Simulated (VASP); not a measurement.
# FeSi (P2_13) in VASP: a series of runs

FeSi is run at these levels: PBE; tasks: relaxation of the atoms.

All numbers are computed with VASP 6.6.1; they aren't measurements. Logs are shortened: lines on timing, memory, paths and dates and some standing lists are left out, and cuts for length are marked.

## Step 1: The cell of the first run

The structure is cubic, space group P2_13 (No. 198). Conventional cell: a = 4.262 Å, b = 4.262 Å, c = 4.262 Å, α = 90.00°, β = 90.00°, γ = 90.00°. Fe (site symmetry 3) has 7 Si at 2.19 to 2.37 Å and 6 Fe at 2.62 Å within 2.9 Å. Si (site symmetry 3) has 7 Fe at 2.19 to 2.37 Å and 6 Si at 2.64 Å within 2.9 Å.

## Step 2: Relaxation of the atoms, PBE (9.68 Å³/atom)

Contents of INCAR:

```
PREC = Accurate ; ENCUT = 520
EDIFF = 1E-6 ; ISMEAR = 0
SIGMA = 0.01 ; LREAL = F
LASPH = T ; NELM = 100
ALGO = Normal ; ISIF = 2
LWAVE = F ; LCHARG = F
GGA = PE ; IBRION = 2
NSW = 50 ; EDIFFG = -0.01
```

Contents of KPOINTS:

```
Automatic mesh
0
Gamma
  8 8 8
```

Contents of POSCAR:

```
FeSi
1.0
    4.2624800516      0.0000000000      0.0000000000
    0.0000000000      4.2624800516      0.0000000000
    0.0000000000      0.0000000000      4.2624800516
Fe Si
4 4
Direct
    0.1395979673      0.1395979673      0.1395979673
    0.3604020327      0.8604020327      0.6395979673
    0.6395979673      0.3604020327      0.8604020327
    0.8604020327      0.6395979673      0.3604020327
    0.8423393827      0.8423393827      0.8423393827
    0.6576606173      0.1576606173      0.3423393827
    0.3423393827      0.6576606173      0.1576606173
    0.1576606173      0.3423393827      0.6576606173
```

Potentials or basis: VASP PAW PBE potentials, release 64 (Fe, Si).

Run with:

```sh
> cat potpaw_PBE.64/Fe/POTCAR potpaw_PBE.64/Si/POTCAR > POTCAR
> mpirun -np 1 vasp_std > vasp.out
```

OUTCAR:

```text
PREC = Accurate
   ENCUT = 520
   EDIFF = 1E-6
   ISMEAR = 0
   LREAL = F
   LASPH = T
   NELM = 100
   ISIF = 2
   GGA = PE
   IBRION = 2
   NSW = 50
   EDIFFG = -0.01

 ion  position               nearest neighbor table
   1  0.140  0.140  0.140-   5 2.19   6 2.23   7 2.23   8 2.23   7 2.37   8 2.37   6 2.37   3 2.62
                             4 2.62   2 2.62   2 2.62   4 2.62   3 2.62
   2  0.360  0.860  0.640-   6 2.19   5 2.23   7 2.23   8 2.23   7 2.37   8 2.37   5 2.37   1 2.62
                             1 2.62   3 2.62   3 2.62   4 2.62   4 2.62
   3  0.640  0.360  0.860-   7 2.19   6 2.23   5 2.23   8 2.23   8 2.37   6 2.37   5 2.37   1 2.62
                             4 2.62   2 2.62   2 2.62   4 2.62   1 2.62
   4  0.860  0.640  0.360-   8 2.19   6 2.23   7 2.23   5 2.23   6 2.37   5 2.37   7 2.37   1 2.62
                             3 2.62   2 2.62   1 2.62   2 2.62   3 2.62
   5  0.842  0.842  0.842-   1 2.19   2 2.23   3 2.23   4 2.23   3 2.37   4 2.37   2 2.37   6 2.64
                             7 2.64   8 2.64   6 2.64   8 2.64   7 2.64
   6  0.658  0.158  0.342-   2 2.19   1 2.23   3 2.23   4 2.23   3 2.37   4 2.37   1 2.37   8 2.64
                             5 2.64   5 2.64   7 2.64   7 2.64   8 2.64
   7  0.342  0.658  0.158-   3 2.19   2 2.23   1 2.23   4 2.23   4 2.37   2 2.37   1 2.37   8 2.64
                             5 2.64   8 2.64   6 2.64   6 2.64   5 2.64
   8  0.158  0.342  0.658-   4 2.19   2 2.23   3 2.23   1 2.23   2 2.37   1 2.37   3 2.37   7 2.64
                             5 2.64   7 2.64   5 2.64   6 2.64   6 2.64

  LATTYP: Found a simple cubic cell.
 ALAT       =     4.2624800516

  Lattice vectors:

 A1 = (   4.2624800516,   0.0000000000,   0.0000000000)
 A2 = (   0.0000000000,   4.2624800516,   0.0000000000)
 A3 = (   0.0000000000,   0.0000000000,   4.2624800516)

Analysis of symmetry for initial positions (statically):
=====================================================================
 Subroutine PRICEL returns:
 Original cell was already a primitive cell.

 Routine SETGRP: Setting up the symmetry group for a
 simple cubic supercell.

 Subroutine GETGRP returns: Found 12 space group operations
 (whereof  3 operations were pure point group operations)
 out of a pool of 48 trial point group operations.

The static configuration has the point symmetry C_3 .
 The point group associated with its full space group is T   .

Analysis of symmetry for dynamics (positions and initial velocities):
=====================================================================
 Subroutine PRICEL returns:
 Original cell was already a primitive cell.

 Routine SETGRP: Setting up the symmetry group for a
 simple cubic supercell.

 Subroutine GETGRP returns: Found 12 space group operations
 (whereof  3 operations were pure point group operations)
 out of a pool of 48 trial point group operations.

The dynamic configuration has the point symmetry C_3 .
 The point group associated with its full space group is T   .

 Subroutine INISYM returns: Found 12 space group operations
 (whereof  3 operations are pure point group operations),
 and found     1 'primitive' translations

----------------------------------------------------------------------------------------

                                     Primitive cell

  volume of cell :      77.4439

  direct lattice vectors                    reciprocal lattice vectors
     4.262480052  0.000000000  0.000000000     0.234605204  0.000000000  0.000000000
     0.000000000  4.262480052  0.000000000     0.000000000  0.234605204  0.000000000
     0.000000000  0.000000000  4.262480052     0.000000000  0.000000000  0.234605204

  length of vectors
     4.262480052  4.262480052  4.262480052     0.234605204  0.234605204  0.234605204

  position of ions in fractional coordinates (direct lattice)
     0.139597967  0.139597967  0.139597967
     0.360402033  0.860402033  0.639597967
     0.639597967  0.360402033  0.860402033
     0.860402033  0.639597967  0.360402033
     0.842339383  0.842339383  0.842339383
     0.657660617  0.157660617  0.342339383
     0.342339383  0.657660617  0.157660617
     0.157660617  0.342339383  0.657660617

  ion indices of the primitive-cell ions
   primitive index   ion index
                 1           1
                 2           2
                 3           3
                 4           4
                 5           5
                 6           6
                 7           7
                 8           8

----------------------------------------------------------------------------------------

 KPOINTS: Automatic mesh

Automatic generation of k-mesh.
 Grid dimensions read from file:
 generate k-points for:    8    8    8

 Generating k-lattice:

  Cartesian coordinates                     Fractional coordinates (reciprocal lattice)
     0.029325650  0.000000000  0.000000000     0.125000000  0.000000000  0.000000000
     0.000000000  0.029325650  0.000000000     0.000000000  0.125000000  0.000000000
     0.000000000  0.000000000  0.029325650     0.000000000  0.000000000  0.125000000

  Length of vectors
     0.029325650  0.029325650  0.029325650

  Shift w.r.t. Gamma in fractional coordinates (k-lattice)
     0.000000000  0.000000000  0.000000000

 Subroutine IBZKPT returns following result:
 ===========================================

 Found     45 irreducible k-points:

 Following reciprocal coordinates:
            Coordinates               Weight
  0.000000  0.000000  0.000000      1.000000
  0.125000  0.000000  0.000000      6.000000
  0.250000  0.000000  0.000000      6.000000
  0.375000  0.000000  0.000000      6.000000
  0.500000  0.000000  0.000000      3.000000
  0.125000  0.125000  0.000000     12.000000
[... 16 lines left out ...]
  0.250000  0.125000  0.125000     24.000000
  0.375000  0.125000  0.125000     24.000000
 [... further k-points ...]
   k-points           NKPTS =     45   k-points in BZ     NKDIM =     45   number of bands    NBANDS=     29
   number of dos      NEDOS =    301   number of ions     NIONS =      8
   total plane-waves  NPLWV =  32768
   dimension x,y,z NGX =    32 NGY =   32 NGZ =   32
   dimension x,y,z NGXF=    64 NGYF=   64 NGZF=   64
   ions per type =               4   4
   NGX,Y,Z   is equivalent  to a cutoff of  12.48, 12.48, 12.48 a.u.
   NGXF,Y,Z  is equivalent  to a cutoff of  24.96, 24.96, 24.96 a.u.
 SYSTEM =  unknown system
   PREC   = accura    normal or accurate (medium, high low for compatibility)
   ISTART =      0    job   : 0-new  1-cont  2-samecut
   ICHARG =      2    charge: 1-file 2-atom 10-const
   ISPIN  =      1    spin polarized calculation?
   LNONCOLLINEAR =      F non collinear calculations
   LSORBIT =      F    spin-orbit coupling
   LASPH  =      T    aspherical Exc in radial PAW
   ENCUT  =  520.0 eV  38.22 Ry    6.18 a.u.   7.93  7.93  7.93*2*pi/ulx,y,z
   NELM   =    100;   NELMIN=  2; NELMDL= -5     # of ELM steps
   EDIFF  = 0.1E-05   stopping-criterion for ELM
   LREAL  =      F    real-space projection
   EDIFFG = -.1E-01   stopping-criterion for IOM
   NSW    =     50    number of steps for IOM
   IBRION =      2    ionic relax: 0-MD 1-quasi-New 2-CG
   NFREE  =      1    steps in history (QN), initial steepest desc. (CG)
   ISIF   =      2    stress and relaxation
   ISYM   =      2    0-nonsym 1-usesym 2-fastsym
   POTIM  = 0.5000    time-step for ionic-motion
   TEBEG  =    0.0;   TEEND  =   0.0 temperature during run
   PSTRESS=    0.0 pullay stress
   NELECT =      48.0000    total number of electrons
   NUPDOWN=      -1.0000    fix difference up-down
   EMIN   =  10.00;   EMAX   =-10.00  energy-range for DOS
   EFERMI =   0.00;   METHOD = LEGACY
   ISMEAR =     0;   SIGMA  =   0.01  broadening in eV -4-tet -1-fermi 0-gaus
   EFERMI_NEDOS =   21; number of points for ismear=-14 and -15
   IALGO  =     38    algorithm
   IMIX   =      4    mixing-type and parameters
     AMIX     =   0.40;   BMIX     =  1.00
     AMIX_MAG =   1.60;   BMIX_MAG =  1.00
  volume/ion in A,a.u.               =       9.68        65.33
  Fermi-wavevector in a.u.,A,eV,Ry     =   1.395810  2.637698 26.508024  1.948285
  Thomas-Fermi vector in A             =   2.519225
   LORBIT       =      0    0 simple, 1 ext, 2 COOP (PROOUT), +10 PAW based schemes
   GGA     = PE    functional components
   LHFCALC =     F    Hartree Fock is set to
   AEXX    =    0.0000 exact exchange contribution
   IVDW    =     0    specifies the selected vdW correction
   LEPSILON=     F    determine dielectric tensor
   LRPA    =     F    only Hartree local field effects (RPA)
 conjugate gradient relaxation of ions
 non-spin polarized calculation
 Gauss-broadening in eV      SIGMA  =   0.01
  energy-cutoff  :      520.00
  volume of cell :       77.44
 maximum number of plane-waves:      2176
   NGX = 15   NGY = 15   NGZ = 15

--------------------------------------- Ionic step        1  -------------------------------------------

 number of electron      48.0000054 magnetization

 Free energy of the ion-electron system (eV)
  ---------------------------------------------------
  ext. energy  EPLUGINS =         0.00000000
  ---------------------------------------------------
  free energy    TOTEN  =       -57.66653794 eV

  energy without entropy =      -57.66653794  energy(sigma->0) =      -57.66653794

------------------------ aborting loop because EDIFF is reached ----------------------------------------

  FORCE on cell =-STRESS in cart. coord.  units (eV):
  Direction    XX          YY          ZZ          XY          YZ          ZX
  --------------------------------------------------------------------------------------
  -------------------------------------------------------------------------------------
  Total       18.5080232     18.5080232     18.5080232      0.0000000     -0.0000000     -0.0000000
  in kB      382.8983881    382.8983881    382.8983881      0.0000000     -0.0000000     -0.0000000
  external PRESSURE =     382.8983881 kB  Pullay stress =       0.0000000 kB
[... 69 lines left out ...]
  energy  without entropy=      -57.6701986153  energy(sigma->0) =      -57.67019862

--------------------------------------- Ionic step        3  -------------------------------------------

 number of electron      48.0000060 magnetization

 Free energy of the ion-electron system (eV)
  ---------------------------------------------------
  ext. energy  EPLUGINS =         0.00000000
  ---------------------------------------------------
  free energy    TOTEN  =       -57.67023902 eV

  energy without entropy =      -57.67023902  energy(sigma->0) =      -57.67023902

 E-fermi :  11.5203     XC(G=0): -13.4506

 val. band max:       11.4760399179   @ k =  -0.1250   0.3750   0.0000
 cond. band min:      11.6282638293   @ k =   0.3750   0.1250   0.1250
 fundamental gap:      0.1522239114
 Fermi energy:        11.5203371536

 k-point     1 :       0.0000    0.0000    0.0000
  band No.  band energies     occupation
      1      -2.8251      2.00000
      2       2.9551      2.00000
      3       2.9551      2.00000
      4       2.9551      2.00000
      5       5.8586      2.00000
      6       5.8586      2.00000
[... 757 lines left out ...]
     28      14.0838      0.00000
     29      14.4305      0.00000

 [... further k-points ...]

------------------------ aborting loop because EDIFF is reached ----------------------------------------

  FORCE on cell =-STRESS in cart. coord.  units (eV):
  Direction    XX          YY          ZZ          XY          YZ          ZX
  --------------------------------------------------------------------------------------
  -------------------------------------------------------------------------------------
  Total       18.3692933     18.3692933     18.3692933      0.0000000      0.0000000      0.0000000
  in kB      380.0283119    380.0283119    380.0283119      0.0000000      0.0000000      0.0000000
  external PRESSURE =     380.0283119 kB  Pullay stress =       0.0000000 kB
[... 23 lines left out ...]
  FREE ENERGIE OF THE ION-ELECTRON SYSTEM (eV)
  ---------------------------------------------------
  free  energy   TOTEN  =       -57.6702390230 eV

  energy  without entropy=      -57.6702390230  energy(sigma->0) =      -57.67023902

 reached required accuracy - stopping structural energy minimisation
```

Run time: 2 min. Hardware: 1 thread of Intel Xeon Platinum 8259CL at 2.50GHz (Skylake/Cascade Lake), shared host; peak memory 0.23 GiB.

What came out:

```
Free energy               : -57.6702 eV
Energy gained by relaxing : 0.5 meV/atom
Ionic steps               : 3
Pressure after relaxing   : 38.0 GPa
Band gap on the k mesh    : 0.15 eV (least direct gap 0.17 eV)
```

Step by step:
```tsv
step	energy change (eV)	largest force (eV/Å)	pressure (GPa)
1	0.0000	0.1748	38.29
2	-0.0037	0.0174	37.98
3	-0.0037	0.0019	38.00
```

Final structure:
```
Fe Si
1.0
     4.26248    0.00000    0.00000
     0.00000    4.26248    0.00000
     0.00000    0.00000    4.26248
Fe Si
4 4
Direct
  0.14087 0.14087 0.14087
  0.35913 0.85913 0.64087
  0.64087 0.35913 0.85913
  0.85913 0.64087 0.35913
  0.84279 0.84279 0.84279
  0.65721 0.15721 0.34279
  0.34279 0.65721 0.15721
  0.15721 0.34279 0.65721
```

A k mesh can miss the band edges. Spin polarisation is off, so any magnetic state and its effect on volume and gap are missing.

(Part 1 of 2 ends here.)
